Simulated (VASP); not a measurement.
Write the native input for VASP 6.6.1 that does the following.

```
Task                   : single point
Functional             : r2SCAN
Potentials or basis    : VASP PAW PBE potentials, release 64 (Hf_pv)
Cutoff                 : 520 eV
k mesh                 : 10 × 10 × 10
Occupations            : fermi-dirac, width 0.05 eV
Spin                   : no spin polarisation
Dipole correction      : no
Further INCAR settings : ALGO = Normal; EDIFF = 1e-06; NBANDS = 11
```

The system is Hf.

```
Hf
1.0
    -1.76815    1.76815    1.76815
     1.76815   -1.76815    1.76815
     1.76815    1.76815   -1.76815
Hf
1
Direct
  0.00000 0.00000 0.00000
```

One way to write it, as run:

POSCAR

```
Hf
1.0
   -1.7681529262      1.7681529262      1.7681529262
    1.7681529262     -1.7681529262      1.7681529262
    1.7681529262      1.7681529262     -1.7681529262
Hf
1
Direct
    0.0000000000      0.0000000000      0.0000000000
```

INCAR.step1

```
PREC     = Accurate       # precision mode
ENCUT    = 520            # plane-wave cutoff, eV
ISMEAR   = -1             # smearing method
SIGMA    = 0.05           # smearing width, eV
LREAL    = False          # projectors in reciprocal space
LASPH    = True           # aspherical terms in the spheres
NELM     = 60             # most SCF steps
NBANDS   = 11             # bands
GGA      = PE             # functional
ALGO     = Normal         # electronic algorithm
EDIFF    = 1E-4           # SCF threshold, eV
LWAVE    = True           # write WAVECAR
LCHARG   = False          # write CHGCAR
```

INCAR.step2

```
PREC     = Accurate       # precision mode
ENCUT    = 520            # plane-wave cutoff, eV
EDIFF    = 1E-6           # SCF threshold, eV
ISMEAR   = -1             # smearing method
SIGMA    = 0.05           # smearing width, eV
LREAL    = False          # projectors in reciprocal space
LASPH    = True           # aspherical terms in the spheres
NELM     = 60             # most SCF steps
ALGO     = Normal         # electronic algorithm
ISIF     = 2              # what is computed and relaxed
LWAVE    = False          # write WAVECAR
LCHARG   = False          # write CHGCAR
METAGGA  = R2SCAN         # meta-GGA
LMIXTAU  = True         
NBANDS   = 11             # bands
ISTART   = 1
```

KPOINTS

```
regular mesh
0
Gamma
  10 10 10
```

Potentials or basis: VASP PAW PBE potentials, release 64 (Hf_pv).

Command:

```bash
$ cat potpaw_PBE.64/Hf_pv/POTCAR > POTCAR
$ cp INCAR.step1 INCAR
$ mpirun -np 1 vasp_std > vasp.out
$ cp INCAR.step2 INCAR
$ mpirun -np 1 vasp_std > vasp.out
```

It gave:

The pressure is -0.1 GPa and the band gap on the k mesh is zero (band 5 reaches 6.32 eV, above the bottom of band 6 at 3.75 eV).

Caveat: the PAW data sets were made with another functional, which shifts forces and pressure a little; spin-orbit coupling is left out, which moves the levels of the heavy elements.

Wall time 26 s on 1 thread of Intel Xeon 6975P-C, on a shared host, peak memory 0.15 GiB.
